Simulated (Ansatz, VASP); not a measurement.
**One calculation of MgS, two programs**

```xyz
2
Lattice="3.2200 0.0000 0.0000 0.0000 3.2200 0.0000 0.0000 0.0000 3.2200" Properties=species:S:1:pos:R:3 pbc="T T T"
Mg    0.0000    0.0000    0.0000
S     1.6100    1.6100    1.6100
```

Alike in both runs: task single point; functional LDA; k mesh 14 × 14 × 14; occupations fermi-dirac, width 0.15 eV; no spin polarisation.

|  | VASP | Ansatz |
| --- | --- | --- |
| version | VASP 6.6.1 | Ansatz 0.2.0 |
| potentials or method | VASP PAW LDA potentials, release 64 (Mg, S), cutoff 600 eV | scalar-relativistic, plane waves, PAW |
| valence electrons in the cell | 8 | 16 |

VASP gave:

* gap on the k mesh at the Fermi level (eV): none
* pressure (GPa): -1.3

**Question.** Which values does Ansatz return?

**Answer.** gap on the k mesh at the Fermi level (eV): none; pressure (GPa): -0.7.

LDA's correlation is that of Perdew and Zunger in VASP and of Perdew and Wang (1992) in Ansatz. A gap of «none» marks a metal or a gap that the smearing closes. VASP's potentials hold 8 valence electrons a cell and Ansatz's 16, so a difference there can come from the potentials and not from the codes.
